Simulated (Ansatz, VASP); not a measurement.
GaN: VASP beside Ansatz

```
Ga N
1.0
     3.18000    0.00000    0.00000
    -1.59000    2.75396    0.00000
     0.00000    0.00000    5.16600
Ga N
2 2
Direct
  0.33333 0.66667 0.99897
  0.66667 0.33333 0.49897
  0.33333 0.66667 0.37603
  0.66667 0.33333 0.87603
```

Alike in both runs: functional LDA; k mesh 9 × 9 × 6; no spin polarisation.

Ansatz relaxed the structure, and its values are those at the end. VASP's run is a single point on that final structure, the one shown.

```csv
,VASP,Ansatz
version,VASP 6.6.1,Ansatz 0.2.0
potentials or method,"VASP PAW LDA potentials, release 64 (Ga_d, N_h)","scalar-relativistic, plane waves, PAW"
plane-wave cutoff (eV),910,420
occupations,"gaussian, width 0.01 eV",fixed
valence electrons in the cell,36,36
```

|  | VASP | Ansatz | Ansatz less VASP |
| --- | --- | --- | --- |
| gap on the k mesh at the Fermi level (eV) | 2.00 | 1.99 | -0.018 |
| least direct gap on the mesh (eV) | 2.00 | 1.99 | -0.018 |

LDA's correlation is that of Perdew and Zunger in VASP and of Perdew and Wang (1992) in Ansatz. Ansatz's warnings: stress scf threshold loose.

Noted on VASP's run: the cutoff is short for stress, so the pressure is rough.
